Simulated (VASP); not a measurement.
**TiAl: single point with PBEsol**

Crystal: TiAl.

```xyz
2
Lattice="2.8317 0.0000 0.0000 -1.4158 2.4523 0.0000 0.0000 0.0000 4.5940" Properties=species:S:1:pos:R:3 pbc="T T T"
Ti    0.0000    0.0000    0.0000
Al    0.0000    1.6349    2.2970
```

```
Program             : VASP 6.6.1
Task                : single point
Functional          : PBEsol
Potentials or basis : VASP PAW PBE potentials, release 64 (Ti_sv, Al)
Cutoff              : 520 eV
k mesh              : 11 × 11 × 6
Occupations         : fermi-dirac, width 0.05 eV
Spin                : no spin polarisation
```

```
Pressure : 2.0 GPa
```

Stress tensor (GPa, compression positive):
```
1.92 0.00 0.00
0.00 1.92 0.00
0.00 0.00 2.04
```

Levels at points of the mesh, in eV from the Fermi level:
```csv
k point,band 5,band 6,band 7,band 8,band 9,band 10
"(0.00, 0.00, 0.00)",-9.09,-2.32,-1.77,1.34,1.34,2.91
"(0.00, 0.00, 0.50)",-8.13,-5.34,-0.42,1.35,1.35,2.82
```

It took 30 s on 1 thread of Intel(R) Xeon(R) Platinum 8259CL CPU @ 2.50GHz (Skylake/Cascade Lake) (shared host), peak memory 0.17 GiB.

Caveat: the PAW data sets were made with another functional, which shifts forces and pressure a little.
